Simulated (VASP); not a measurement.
Set up this calculation in VASP 6.6.1, as the native input.

* Task: single point
* Functional: PBE
* Potentials or basis: VASP PAW PBE potentials, release 64 (Fe, Pt)
* Cutoff: 520 eV
* k mesh: 6 × 6 × 6
* Occupations: gaussian, width 0.1 eV
* Spin: collinear spin, ferromagnetic start
* Starting moments: [4.0, 4.0, 0.0] μB
* Dipole correction: no
* Further INCAR settings: ALGO = Normal; EDIFF = 1e-06; NBANDS = 24

The structure of Fe2Pt lies in POSCAR:

```
Fe2Pt
1.0
    4.1810489600      0.0000000000      0.0000000000
   -2.0905244800      3.6208946200      0.0000000000
    0.0000000000      0.0000000000      2.5603591400
Fe Pt
2 1
Direct
    0.3333333300      0.6666666700      0.3333333300
    0.6666666700      0.3333333300      0.6666666700
    0.0000000000      0.0000000000      0.0000000000
```

These files were run (other wordings do the same):

INCAR

```
SYSTEM = Fe2Pt
PREC = Accurate ; ENCUT = 520
EDIFF = 1E-6 ; ISMEAR = 0
SIGMA = 0.1 ; LREAL = .False.
LASPH = .True. ; NELM = 150
ALGO = Normal ; ISIF = 2
LWAVE = .False. ; LCHARG = .True.
ISPIN = 2 ; MAGMOM = 4 4 0
LORBIT = 11 ; LMAXMIX = 4
GGA = PE ; LELF = .True.
LVHAR = .True. ; NBANDS = 24
```

KPOINTS

```
regular mesh
0
Gamma
  6 6 6
  0 0 0
```

Potentials or basis: VASP PAW PBE potentials, release 64 (Fe, Pt).

Run with:

```bash
$ cat potpaw_PBE.64/Fe/POTCAR potpaw_PBE.64/Pt/POTCAR > POTCAR
$ mpirun -np 1 vasp_std > vasp.out
```

It gave:

```yaml
Pressure: 10.4 GPa
Largest_force: 0.680 eV/Å
Band_gap_on_the_k_mesh: zero (filled and empty bands overlap)
Net_moment: 6.03 μB per cell
Site_moments: Fe +2.77; Pt +0.43 μB
Valence_electrons_inside_the_program's_atomic_spheres: Fe 7.10; Pt 9.56
```

Caveat: the k points lie up to 0.41 Å⁻¹ apart; spin-orbit coupling is left out, which moves the levels of the heavy elements.

It took 26 s on 1 thread of Intel(R) Xeon(R) 6975P-C (Granite Rapids), on a shared host, peak memory 0.2 GiB.
